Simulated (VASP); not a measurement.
Set up this calculation in VASP 6.6.1, as the native input.

```yaml
Task: single point
Functional: PBE
Potentials_or_basis: VASP PAW PBE potentials, release 64 (Tl_d, In_d, Te)
Cutoff: 520 eV
k_mesh: 12 × 12 × 10
Occupations: gaussian, width 0.1 eV
Spin: no spin polarisation
Dipole_correction: no
Further_INCAR_settings: ALGO = Normal; EDIFF = 1e-06; NBANDS = 23
```

The structure of TlInTe lies in POSCAR:

```
TlInTe
1.0
    5.2527127860      0.0000000000      0.0000000000
   -2.6263563930      4.5489827115      0.0000000000
    0.0000000000      0.0000000000      4.2108570844
Tl In Te
1 1 1
Direct
    0.0000000000      0.0000000000      0.5000000000
    0.3333333333      0.6666666667      0.5000000000
    0.6666666667      0.3333333333      0.0000000000
```

The cell was generated, and may not be a known phase.

The input as run:

INCAR

```
SYSTEM = TlInTe
PREC = Accurate
ENCUT = 520
EDIFF = 1E-6
ISMEAR = 0
SIGMA = 0.1
LREAL = .False.
LASPH = .True.
NELM = 100
ALGO = Normal
ISIF = 2
LWAVE = .False.
LCHARG = .False.
GGA = PE
NBANDS = 23
```

KPOINTS

```
regular mesh
0
Gamma
  12 12 10
  0 0 0
```

Potentials or basis: VASP PAW PBE potentials, release 64 (Tl_d, In_d, Te).

Command:

```sh
$ cat potpaw_PBE.64/Tl_d/POTCAR potpaw_PBE.64/In_d/POTCAR potpaw_PBE.64/Te/POTCAR > POTCAR
$ mpirun -np 1 vasp_std > vasp.out
```

Results of the run:

```
Pressure               : 0.0 GPa
Band gap on the k mesh : zero (bands 16 and 17 overlap by 0.69 eV)
```

Caveat: spin-orbit coupling is left out, which moves the levels of the heavy elements.

It took 100 s on 1 thread of AMD EPYC 9R45 96-Core Processor (Zen 5), on a shared host, peak memory 0.4 GiB.
